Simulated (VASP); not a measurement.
Wanted: the native input for a VASP 6.6.1 run.

| Quantity | Value |
| --- | --- |
| Task | single point |
| Functional | PBE |
| Potentials or basis | VASP PAW PBE potentials, release 64 (Sn_d, O) |
| Cutoff | 520 eV |
| k mesh | 10 × 10 × 8 |
| Occupations | gaussian, width 0.05 eV |
| Spin | no spin polarisation |
| Dipole correction | no |
| Further INCAR settings | ALGO = Normal; EDIFF = 1e-06; NBANDS = 28 |

The structure of SnO lies in POSCAR:

```
SnO
1.0
    3.9261933127      0.0000000000      0.0000000000
    0.0000000000      3.9261933127      0.0000000000
    0.0000000000      0.0000000000      4.9152585912
Sn O
2 2
Direct
    0.0000000000      0.5000000000      0.2287361932
    0.5000000000      0.0000000000      0.7712638068
    0.0000000000      0.0000000000      0.0000000000
    0.5000000000      0.5000000000      0.0000000000
```

This cell differs from its parent crystal: strain +0.015 along x and y, -0.030 along z.

The input as run:

INCAR

```
SYSTEM = SnO
PREC = Accurate
ENCUT = 520
EDIFF = 1E-6
ISMEAR = 0
SIGMA = 0.05
LREAL = .False.
LASPH = .True.
NELM = 100
ALGO = Normal
ISIF = 2
LWAVE = .False.
LCHARG = .True.
GGA = PE
LELF = .True.
LVHAR = .True.
NBANDS = 28
```

KPOINTS

```
Automatic mesh
0
Gamma
  10 10 8
  0 0 0
```

Potentials or basis: VASP PAW PBE potentials, release 64 (Sn_d, O).

Command:

```bash
$ cat potpaw_PBE.64/Sn_d/POTCAR potpaw_PBE.64/O/POTCAR > POTCAR
$ mpirun -np 1 vasp_std > vasp.out
```

It gave:

| Quantity | Value |
| --- | --- |
| Pressure | -0.4 GPa |
| Largest force | 0.267 eV/Å |
| Band gap on the k mesh | 0.64 eV (least direct gap 1.90 eV) |

Caveat: the cell differs from its parent crystal (strain +0.015 along x and y, -0.030 along z); semilocal functionals underestimate gaps, and a narrow one can read as zero; spin-orbit coupling is left out, which moves the levels of the heavy elements.

It took 4.9 min on 1 thread of AMD EPYC 7R13 (shared host), peak memory 0.28 GiB.
